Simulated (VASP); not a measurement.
# BaTiO3 (Amm2) in VASP: notebook

BaTiO3 is run at these levels: PBE; tasks: single point.

Program: VASP 6.6.1. These are calculated values, not measurements. Logs are shortened: lines on timing, memory, paths and dates and some standing lists are left out, and cuts for length are marked.

## Step 1: The cell of the first run

Symmetry: Amm2, No. 38, orthorhombic system. Conventional cell: a = 3.984 Å, b = 5.674 Å, c = 5.635 Å, α = 90.00°, β = 90.00°, γ = 90.00°. Within 3.6 Å of Ba (site symmetry mm2) lie 12 O at 2.75 to 2.89 Å and 8 Ti at 3.39 to 3.51 Å. Within 2.5 Å of Ti (site symmetry mm2) lie 6 O at 1.88 to 2.13 Å. Within 2.6 Å of O (site symmetry mm2) lie 2 Ti at 2.00 Å. O (site symmetry m) has 2 Ti at 1.88 to 2.13 Å within 2.5 Å.

## Step 2: Single point, PBE (z stretched by -1 %, then relaxed in part)

File INCAR:

```
SYSTEM = BaTiO3
PREC = Accurate
ENCUT = 520
EDIFF = 1E-6
ISMEAR = -1
SIGMA = 0.02
LREAL = .False.
LASPH = .True.
NELM = 80
ALGO = Normal
ISIF = 2
LWAVE = .False.
LCHARG = .True.
GGA = PE
LELF = .True.
LVHAR = .True.
NBANDS = 28
```

File KPOINTS:

```
Automatic mesh
0
Gamma
  8 8 8
  0 0 0
```

File POSCAR:

```
BaTiO3
1.0
    3.9841000000      0.0000000000      0.0000000000
    0.0000000000      2.8370500000      2.8173420000
    0.0000000000     -2.8370500000      2.8173420000
Ba Ti O
1 1 3
Direct
    0.0000000000      0.0056118417      0.0056118417
    0.5000000000      0.5178721043      0.5178721043
    0.0000000000      0.4930599671      0.4930599671
    0.5000000000      0.4934704373      0.9862056495
    0.5000000000      0.9862056495      0.4934704373
```

Potentials or basis: VASP PAW PBE potentials, release 64 (Ba_sv, Ti_sv, O).

Run with:

```console
$ cat potpaw_PBE.64/Ba_sv/POTCAR potpaw_PBE.64/Ti_sv/POTCAR potpaw_PBE.64/O/POTCAR > POTCAR
$ mpirun -np 1 vasp_std > vasp.out
```

OUTCAR:

```text
SYSTEM = BaTiO3
   PREC = Accurate
   ENCUT = 520
   EDIFF = 1E-6
   ISMEAR = -1
   LREAL = .False.
   LASPH = .True.
   NELM = 80
   ISIF = 2
   GGA = PE

 ion  position               nearest neighbor table
   1  0.000  0.006  0.006-   3 2.75   4 2.79   5 2.79   4 2.79   5 2.79   3 2.84   3 2.84   5 2.86
                             4 2.86   5 2.86   4 2.86   3 2.89   2 3.39   2 3.39   2 3.47   2 3.47
   2  0.500  0.518  0.518-   4 1.88   5 1.88   3 2.00   3 2.00   5 2.13   4 2.13   1 3.39   1 3.39
                             1 3.47   1 3.47   1 3.47   1 3.47   1 3.51   1 3.51
   3  0.000  0.493  0.493-   2 2.00   2 2.00   1 2.75   1 2.84   1 2.84   1 2.89
   4  0.500  0.493  0.986-   2 1.88   2 2.13   1 2.79   1 2.79   1 2.86   1 2.86
   5  0.500  0.986  0.493-   2 1.88   2 2.13   1 2.79   1 2.79   1 2.86   1 2.86

  LATTYP: Found a base centered orthorhombic cell.
 ALAT       =     5.6346840000
 B/A-ratio  =     1.0069952459
 C/A-ratio  =     0.7070671576

  Lattice vectors:

 A1 = (   0.0000000000,   2.8370500000,   2.8173420000)
 A2 = (   0.0000000000,  -2.8370500000,   2.8173420000)
 A3 = (   3.9841000000,   0.0000000000,   0.0000000000)

Analysis of symmetry for initial positions (statically):
=====================================================================
 Subroutine PRICEL returns:
 Original cell was already a primitive cell.

 Routine SETGRP: Setting up the symmetry group for a
 base centered orthorhombic supercell.

 Subroutine GETGRP returns: Found  4 space group operations
 (whereof  4 operations were pure point group operations)
 out of a pool of  8 trial point group operations.

The static configuration has the point symmetry C_2v.

Analysis of symmetry for dynamics (positions and initial velocities):
=====================================================================
 Subroutine PRICEL returns:
 Original cell was already a primitive cell.

 Routine SETGRP: Setting up the symmetry group for a
 base centered orthorhombic supercell.

 Subroutine GETGRP returns: Found  4 space group operations
 (whereof  4 operations were pure point group operations)
 out of a pool of  8 trial point group operations.

The dynamic configuration has the point symmetry C_2v.

 Subroutine INISYM returns: Found  4 space group operations
 (whereof  4 operations are pure point group operations),
 and found     1 'primitive' translations

----------------------------------------------------------------------------------------

                                     Primitive cell

  volume of cell :      63.6893

  direct lattice vectors                    reciprocal lattice vectors
     3.984100000  0.000000000  0.000000000     0.250997716  0.000000000  0.000000000
     0.000000000  2.837050000  2.817342000     0.000000000  0.176239404  0.177472242
     0.000000000 -2.837050000  2.817342000     0.000000000 -0.176239404  0.177472242

  length of vectors
     3.984100000  3.998283213  3.998283213     0.250997716  0.250113422  0.250113422

  position of ions in fractional coordinates (direct lattice)
     0.000000000  0.005611842  0.005611842
     0.500000000  0.517872104  0.517872104
     0.000000000  0.493059967  0.493059967
     0.500000000  0.493470437  0.986205650
     0.500000000  0.986205650  0.493470437

  ion indices of the primitive-cell ions
   primitive index   ion index
                 1           1
                 2           2
                 3           3
                 4           4
                 5           5

----------------------------------------------------------------------------------------

 KPOINTS: Automatic mesh

Automatic generation of k-mesh.
 Grid dimensions read from file:
 generate k-points for:    8    8    8

 Generating k-lattice:

  Cartesian coordinates                     Fractional coordinates (reciprocal lattice)
     0.031374714  0.000000000  0.000000000     0.125000000  0.000000000  0.000000000
     0.000000000  0.022029925  0.022184030     0.000000000  0.125000000  0.000000000
     0.000000000 -0.022029925  0.022184030     0.000000000  0.000000000  0.125000000

  Length of vectors
     0.031374714  0.031264178  0.031264178

  Shift w.r.t. Gamma in fractional coordinates (k-lattice)
     0.000000000  0.000000000  0.000000000

 Subroutine IBZKPT returns following result:
 ===========================================

 Found    105 irreducible k-points:

 Following reciprocal coordinates:
            Coordinates               Weight
  0.000000  0.000000  0.000000      1.000000
  0.125000  0.000000  0.000000      2.000000
  0.250000  0.000000  0.000000      2.000000
  0.375000  0.000000  0.000000      2.000000
  0.500000  0.000000  0.000000      1.000000
  0.000000  0.125000  0.000000      4.000000
[... 16 lines left out ...]
  0.250000  0.500000  0.000000      4.000000
  0.375000  0.500000  0.000000      4.000000
 [... further k-points ...]
   k-points           NKPTS =    105   k-points in BZ     NKDIM =    105   number of bands    NBANDS=     28
   number of dos      NEDOS =    301   number of ions     NIONS =      5
   total plane-waves  NPLWV =  27000
   dimension x,y,z NGX =    30 NGY =   30 NGZ =   30
   dimension x,y,z NGXF=    60 NGYF=   60 NGZF=   60
   ions per type =               1   1   3
   NGX,Y,Z   is equivalent  to a cutoff of  12.52, 12.47, 12.47 a.u.
   NGXF,Y,Z  is equivalent  to a cutoff of  25.04, 24.95, 24.95 a.u.
 SYSTEM =  BaTiO3
   PREC   = accura    normal or accurate (medium, high low for compatibility)
   ISTART =      0    job   : 0-new  1-cont  2-samecut
   ICHARG =      2    charge: 1-file 2-atom 10-const
   ISPIN  =      1    spin polarized calculation?
   LNONCOLLINEAR =      F non collinear calculations
   LSORBIT =      F    spin-orbit coupling
   LASPH  =      T    aspherical Exc in radial PAW
   ENCUT  =  520.0 eV  38.22 Ry    6.18 a.u.   7.41  7.43  7.43*2*pi/ulx,y,z
   NELM   =     80;   NELMIN=  2; NELMDL= -5     # of ELM steps
   EDIFF  = 0.1E-05   stopping-criterion for ELM
   LREAL  =      F    real-space projection
   EDIFFG = 0.1E-04   stopping-criterion for IOM
   NSW    =      0    number of steps for IOM
   IBRION =     -1    ionic relax: 0-MD 1-quasi-New 2-CG
   NFREE  =      0    steps in history (QN), initial steepest desc. (CG)
   ISIF   =      2    stress and relaxation
   ISYM   =      2    0-nonsym 1-usesym 2-fastsym
   POTIM  = 0.5000    time-step for ionic-motion
   TEBEG  =    0.0;   TEEND  =   0.0 temperature during run
   PSTRESS=    0.0 pullay stress
   NELECT =      40.0000    total number of electrons
   NUPDOWN=      -1.0000    fix difference up-down
   EMIN   =  10.00;   EMAX   =-10.00  energy-range for DOS
   EFERMI =   0.00;   METHOD = LEGACY
   ISMEAR =    -1;   SIGMA  =   0.02  broadening in eV -4-tet -1-fermi 0-gaus
   EFERMI_NEDOS =   21; number of points for ismear=-14 and -15
   IALGO  =     38    algorithm
   IMIX   =      4    mixing-type and parameters
     AMIX     =   0.40;   BMIX     =  1.00
     AMIX_MAG =   1.60;   BMIX_MAG =  1.00
  volume/ion in A,a.u.               =      12.74        85.96
  Fermi-wavevector in a.u.,A,eV,Ry     =   1.401972  2.649342 26.742585  1.965525
  Thomas-Fermi vector in A             =   2.524780
   LORBIT       =      0    0 simple, 1 ext, 2 COOP (PROOUT), +10 PAW based schemes
   GGA     = PE    functional components
   LHFCALC =     F    Hartree Fock is set to
   AEXX    =    0.0000 exact exchange contribution
   IVDW    =     0    specifies the selected vdW correction
   LEPSILON=     F    determine dielectric tensor
   LRPA    =     F    only Hartree local field effects (RPA)
 non-spin polarized calculation
  energy-cutoff  :      520.00
  volume of cell :       63.69
 maximum number of plane-waves:      1743
 NGX is ok and might be reduce to    30
   NGX = 15   NGY = 15   NGZ = 15

 number of electron      39.9999993 magnetization

 Free energy of the ion-electron system (eV)
  ---------------------------------------------------
  ext. energy  EPLUGINS =         0.00000000
  ---------------------------------------------------
  free energy    TOTEN  =       -39.96807300 eV

  energy without entropy =      -39.96807300  energy(sigma->0) =      -39.96807300

 E-fermi :   4.4343     XC(G=0): -11.2846

 val. band max:        3.8877621330   @ k =   0.5000   0.5000   0.5000
 cond. band min:       5.9600737604   @ k =   0.0000   0.0000   0.0000
 fundamental gap:      2.0723116274
 Fermi energy:         4.4342545838

 k-point     1 :       0.0000    0.0000    0.0000
  band No.  band energies     occupation
      1     -52.5391      2.00000
      2     -28.7981      2.00000
      3     -28.7917      2.00000
      4     -28.7556      2.00000
      5     -20.9383      2.00000
      6     -13.0221      2.00000
[... 20 lines left out ...]
     27       8.9580      0.00000
     28      11.3003      0.00000

 k-point     2 :       0.1250    0.0000    0.0000
  band No.  band energies     occupation
      1     -52.5389      2.00000
      2     -28.7978      2.00000
      3     -28.7914      2.00000
      4     -28.7639      2.00000
      5     -20.9203      2.00000
      6     -13.0391      2.00000
[... 20 lines left out ...]
     27       9.2536      0.00000
     28      11.6736      0.00000

 k-point     3 :       0.2500    0.0000    0.0000
  band No.  band energies     occupation
      1     -52.5385      2.00000
      2     -28.7971      2.00000
      3     -28.7906      2.00000
      4     -28.7837      2.00000
      5     -20.8761      2.00000
      6     -13.1205      2.00000
[... 20 lines left out ...]
     27      10.0404      0.00000
     28      12.2927      0.00000

 k-point     4 :       0.3750    0.0000    0.0000
  band No.  band energies     occupation
      1     -52.5381      2.00000
      2     -28.8036      2.00000
      3     -28.7962      2.00000
      4     -28.7898      2.00000
      5     -20.8309      2.00000
      6     -13.2362      2.00000
[... 578 lines left out ...]
     27      11.7769      0.00000
     28      12.3534      0.00000

 k-point    23 :       0.2500    0.5000    0.0000
  band No.  band energies     occupation
      1     -52.5375      2.00000
      2     -28.8475      2.00000
      3     -28.7916      2.00000
      4     -28.7809      2.00000
      5     -20.7754      2.00000
      6     -12.9972      2.00000
[... 20 lines left out ...]
     27      12.4323      0.00000
     28      12.7110      0.00000

 k-point    24 :       0.3750    0.5000    0.0000
  band No.  band energies     occupation
      1     -52.5371      2.00000
      2     -28.8462      2.00000
      3     -28.8001      2.00000
      4     -28.7908      2.00000
      5     -20.7467      2.00000
      6     -12.7953      2.00000
[... 20 lines left out ...]
     27      11.9518      0.00000
     28      13.4915      0.00000

 [... further k-points ...]

------------------------ aborting loop because EDIFF is reached ----------------------------------------

  FORCE on cell =-STRESS in cart. coord.  units (eV):
  Direction    XX          YY          ZZ          XY          YZ          ZX
  --------------------------------------------------------------------------------------
  -------------------------------------------------------------------------------------
  Total        2.3944758      2.5397122      3.4712555      0.0000000      0.0000000      0.0000000
  in kB       60.2357387     63.8893244     87.3233488      0.0000000      0.0000000      0.0000000
  external PRESSURE =      70.4828040 kB  Pullay stress =       0.0000000 kB

 VOLUME and BASIS-vectors are now :
 -----------------------------------------------------------------------------
  energy-cutoff  :      520.00
  volume of cell :       63.69
      direct lattice vectors                 reciprocal lattice vectors
     3.984100000  0.000000000  0.000000000     0.250997716  0.000000000  0.000000000
     0.000000000  2.837050000  2.817342000     0.000000000  0.176239404  0.177472242
     0.000000000 -2.837050000  2.817342000     0.000000000 -0.176239404  0.177472242

 POSITION                                       TOTAL-FORCE (eV/Angst)
 -----------------------------------------------------------------------------------
      0.00000      0.00000      0.03162         0.000000      0.000000     -0.030910
      1.99205      0.00000      2.91805         0.000000      0.000000     -0.068449
      0.00000      0.00000      2.77824         0.000000      0.000000      0.011906
      1.99205     -1.39791      4.16875         0.000000     -0.022140      0.043727
      1.99205      1.39791      4.16875         0.000000      0.022140      0.043727
 -----------------------------------------------------------------------------------
    total drift:                                0.000000      0.000001      0.000200

  FREE ENERGIE OF THE ION-ELECTRON SYSTEM (eV)
  ---------------------------------------------------
  free  energy   TOTEN  =       -39.9680730032 eV

  energy  without entropy=      -39.9680730032  energy(sigma->0) =      -39.96807300
```

Run time: 81 s. Hardware: 1 thread of Intel Xeon 6975P-C (Granite Rapids), shared host; peak memory 0.3 GiB.

What came out:

```
Free energy            : -39.9681 eV
Pressure               : 7.0 GPa
Largest force          : 0.068 eV/Å
Band gap on the k mesh : 2.07 eV (least direct gap 2.41 eV)
```

Forces in eV/Å, atoms in the order of the input:
```
Ba   0.000  0.000 -0.031
Ti   0.000  0.000 -0.068
O    0.000  0.000  0.012
O    0.000 -0.022  0.044
O    0.000  0.022  0.044
```

Caveat: the cell differs from its parent crystal (z stretched by -1 %, then relaxed in part); the cell stands under pressure; spin-orbit coupling is left out, which moves the levels of the heavy elements.

## Step 3: Single point, PBE

This run uses another cell than the first one, of 12.87 Å³/atom.

File INCAR:

```
PREC = Accurate
ENCUT = 520
EDIFF = 1E-6
ISMEAR = -1
SIGMA = 0.02
LREAL = F
LASPH = T
NELM = 60
ALGO = Normal
ISIF = 2
LWAVE = F
LCHARG = F
GGA = PE
NBANDS = 28
```

File KPOINTS:

```
regular mesh
0
Gamma
  8 8 8
```

File POSCAR:

```
BaTiO3
1.0
    3.9841000000      0.0000000000      0.0000000000
    0.0000000000      2.8370500000      2.8458000000
    0.0000000000     -2.8370500000      2.8458000000
Ba Ti O
1 1 3
Direct
    0.0000000000      0.0067088399      0.0067088399
    0.5000000000      0.5202859281      0.5202859281
    0.0000000000      0.4918037738      0.4918037738
    0.5000000000      0.4932314397      0.9841900185
    0.5000000000      0.9841900185      0.4932314397
```

Potentials or basis: VASP PAW PBE potentials, release 64 (Ba_sv, Ti_sv, O).

Run with:

```console
$ cat potpaw_PBE.64/Ba_sv/POTCAR potpaw_PBE.64/Ti_sv/POTCAR potpaw_PBE.64/O/POTCAR > POTCAR
$ mpirun -np 1 vasp_std > vasp.out
```

It took 80 s on 1 thread of Intel Xeon 6975P-C (Granite Rapids), shared host; peak memory 0.31 GiB.

The run converged. Its results:

* Free energy: -39.9967 eV
* Pressure: 5.8 GPa
* Largest force: 0.078 eV/Å
* Band gap on the k mesh: 2.12 eV (least direct gap 2.49 eV)

Forces in eV/Å, atoms in the order of the input:
```
Ba   0.000  0.000 -0.029
Ti   0.000  0.000 -0.078
O    0.000  0.000  0.012
O    0.000 -0.037  0.047
O    0.000  0.037  0.047
```

Stress tensor (GPa, compression positive):
```
4.95 0.00 0.00
0.00 6.16 0.00
0.00 0.00 6.29
```

Levels at points of the mesh, in eV from the valence-band top:
```csv
k point,band 17,band 18,band 19,band 20,band 21,band 22,band 23,band 24
"(0.00, 0.00, 0.00)",-1.12,-0.46,-0.45,-0.37,2.12,2.28,2.40,4.27
"(0.50, 0.00, 0.00)",-1.68,-1.57,-1.12,-0.99,2.51,3.62,3.77,4.32
"(0.00, 0.50, 0.00)",-1.88,-1.73,-0.90,-0.78,2.33,3.71,3.74,4.28
"(0.50, 0.50, 0.00)",-1.70,-0.95,-0.93,-0.09,3.72,3.76,4.09,4.88
"(0.00, 0.50, 0.50)",-1.64,-0.87,-0.82,-0.22,3.72,3.74,4.06,5.04
"(0.50, 0.50, 0.50)",-2.39,-0.14,-0.02,0.00,4.25,4.31,4.38,6.51
```

Caveat: the cell stands under pressure; spin-orbit coupling is left out, which moves the levels of the heavy elements. A k mesh can miss the band edges.

## Step 4: Single point, PBE (z stretched by +1 %, then relaxed in part)

File INCAR:

```
SYSTEM = BaTiO3
PREC = Accurate ; ENCUT = 520
EDIFF = 1E-6 ; ISMEAR = -1
SIGMA = 0.02 ; LREAL = .False.
LASPH = .True. ; NELM = 80
ALGO = Normal ; ISIF = 2
LWAVE = .False. ; LCHARG = .True.
GGA = PE ; LELF = .True.
LVHAR = .True. ; NBANDS = 28
```

File KPOINTS:

```
regular mesh
0
Gamma
  8 8 8
  0 0 0
```

File POSCAR:

```
BaTiO3
1.0
    3.9841000000      0.0000000000      0.0000000000
    0.0000000000      2.8370500000      2.8742580000
    0.0000000000     -2.8370500000      2.8742580000
Ba Ti O
1 1 3
Direct
    0.0000000000      0.0080678645      0.0080678645
    0.5000000000      0.5224907349      0.5224907349
    0.0000000000      0.4907475701      0.4907475701
    0.5000000000      0.4927125132      0.9822013172
    0.5000000000      0.9822013172      0.4927125132
```

Run with:

```console
$ cat potpaw_PBE.64/Ba_sv/POTCAR potpaw_PBE.64/Ti_sv/POTCAR potpaw_PBE.64/O/POTCAR > POTCAR
$ mpirun -np 1 vasp_std > vasp.out
```

It took 88 s on 1 thread of Intel Xeon 6975P-C (Granite Rapids), shared host; peak memory 0.3 GiB.

It converged, with:

| Property | Result |
| --- | --- |
| Free energy | -40.0159 eV |
| Pressure | 4.7 GPa |
| Largest force | 0.083 eV/Å |
| Band gap on the k mesh | 2.18 eV (least direct gap 2.58 eV) |

Forces in eV/Å, atoms in the order of the input:
```
Ba   0.000  0.000 -0.035
Ti   0.000  0.000 -0.083
O    0.000  0.000  0.007
O    0.000 -0.049  0.056
O    0.000  0.049  0.056
```

Stress tensor (GPa, compression positive):
```
3.95 0.00 0.00
0.00 5.99 0.00
0.00 0.00 4.13
```

Levels at points of the mesh, in eV from the valence-band top:
| k point | band 16 | band 17 | band 18 | band 19 | band 20 | band 21 | band 22 | band 23 | band 24 | band 25 |
| --- | --- | --- | --- | --- | --- | --- | --- | --- | --- | --- |
| (0.00, 0.00, 0.00) | -1.34 | -1.10 | -0.52 | -0.51 | -0.40 | 2.18 | 2.40 | 2.50 | 4.31 | 4.41 |
| (0.50, 0.00, 0.00) | -2.14 | -1.64 | -1.54 | -1.21 | -1.01 | 2.60 | 3.63 | 3.80 | 4.35 | 5.86 |
| (0.00, 0.50, 0.00) | -1.89 | -1.84 | -1.70 | -0.94 | -0.78 | 2.41 | 3.71 | 3.75 | 4.31 | 6.05 |
| (0.50, 0.50, 0.00) | -2.62 | -1.69 | -0.96 | -0.93 | -0.08 | 3.74 | 3.77 | 4.09 | 4.83 | 7.64 |
| (0.00, 0.50, 0.50) | -2.69 | -1.62 | -0.90 | -0.81 | -0.25 | 3.71 | 3.77 | 4.04 | 5.05 | 7.60 |
| (0.50, 0.50, 0.50) | -2.42 | -2.42 | -0.17 | -0.01 | 0.00 | 4.24 | 4.29 | 4.37 | 6.40 | 6.62 |

Caveat: the cell differs from its parent crystal (z stretched by +1 %, then relaxed in part); the cell stands under pressure; spin-orbit coupling is left out, which moves the levels of the heavy elements.

## Step 5: The runs side by side

| cell | gap on the mesh (eV) | pressure (GPa) | largest force (eV/Å) |
| --- | --- | --- | --- |
| a = 3.984, b = 3.998, c = 3.998 Å, angles 90.4, 90.0, 90.0°, 5 atoms, atomic positions A | 2.07 | 7.0 | 0.07 |
| a = 3.984, b = 4.018, c = 4.018 Å, angles 89.8, 90.0, 90.0°, 5 atoms, atomic positions B | 2.12 | 5.8 | 0.08 |
| a = 3.984, b = 4.039, c = 4.039 Å, angles 89.3, 90.0, 90.0°, 5 atoms, atomic positions C | 2.18 | 4.7 | 0.08 |

Alike in all rows: task single point; level PBE; potentials or basis VASP PAW PBE potentials, release 64 (Ba_sv, Ti_sv, O); no spin polarisation; k mesh 8 × 8 × 8; cutoff (eV) 520; smearing fermi-dirac 0.02 eV.

Caveats: the cell stands under pressure; spin-orbit coupling is left out, which moves the levels of the heavy elements.

Absolute energies hang on the potentials; compare differences alone.
